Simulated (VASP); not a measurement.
## NaCl: single point with PBEsol

Crystal: NaCl.

```
Na Cl
1.0
     0.00000    5.66350   -5.66350
     5.66350    5.66350    0.00000
     5.66350    0.00000   -5.66350
Na Cl
8 8
Direct
  0.49144 0.02204 0.48886
  0.51257 0.49493 0.48556
  0.98979 0.99967 0.50433
  0.99946 0.49904 0.51569
  0.49391 0.98027 0.02412
  0.51913 0.50357 0.98266
  0.01445 0.99064 0.99642
  0.02346 0.49885 0.99962
  0.24800 0.73335 0.24864
  0.23918 0.24490 0.26267
  0.73188 0.74784 0.27005
  0.77034 0.24199 0.21956
  0.24489 0.76090 0.75405
  0.25437 0.25382 0.75607
  0.73114 0.77356 0.74407
  0.75153 0.25078 0.74666
```

This cell differs from its parent crystal: dynamics (nve) at 200 K, volume x 1.0, from the last frame before.

```
Program             : VASP 6.6.1
Task                : single point
Functional          : PBEsol
Potentials or basis : VASP PAW PBE potentials, release 64 (Na_pv, Cl)
Cutoff              : 520 eV
k mesh              : 2 × 2 × 2, shifted
Occupations         : fermi-dirac, width 0.02 eV
Spin                : no spin polarisation
```

```
Pressure               : -0.5 GPa
Largest force          : 0.370 eV/Å
Band gap on the k mesh : 5.38 eV
```

Forces in eV/Å, atoms in the order of the input:
```
Na  -0.030 -0.062 -0.127
Na   0.069 -0.132 -0.059
Na  -0.031  0.066 -0.016
Na  -0.037 -0.088  0.104
Na   0.042  0.168  0.127
Na   0.009 -0.154  0.077
Na   0.050 -0.051  0.123
Na   0.080 -0.126  0.146
Cl   0.116  0.095 -0.145
Cl  -0.040  0.111  0.013
Cl  -0.190  0.204 -0.031
Cl   0.364 -0.008 -0.070
Cl  -0.231 -0.035  0.033
Cl  -0.060  0.046  0.048
Cl  -0.115  0.027 -0.219
Cl   0.004 -0.062 -0.006
```

Levels at points of the mesh, in eV from the valence-band top:
```tsv
k point	band 54	band 55	band 56	band 57	band 58	band 59
(0.25, 0.25, 0.25)	-0.20	-0.01	0.00	5.38	6.95	7.41
```

Run time: 7.3 min on 1 thread of Intel(R) Xeon(R) 6975P-C (Granite Rapids), with other jobs on the host, peak memory 0.58 GiB.

Caveat: the atoms stand as in a frame of molecular dynamics; the PAW data sets were made with another functional, which shifts forces and pressure a little; a shifted mesh leaves out Γ, where band edges can lie. A k mesh can miss the band edges.
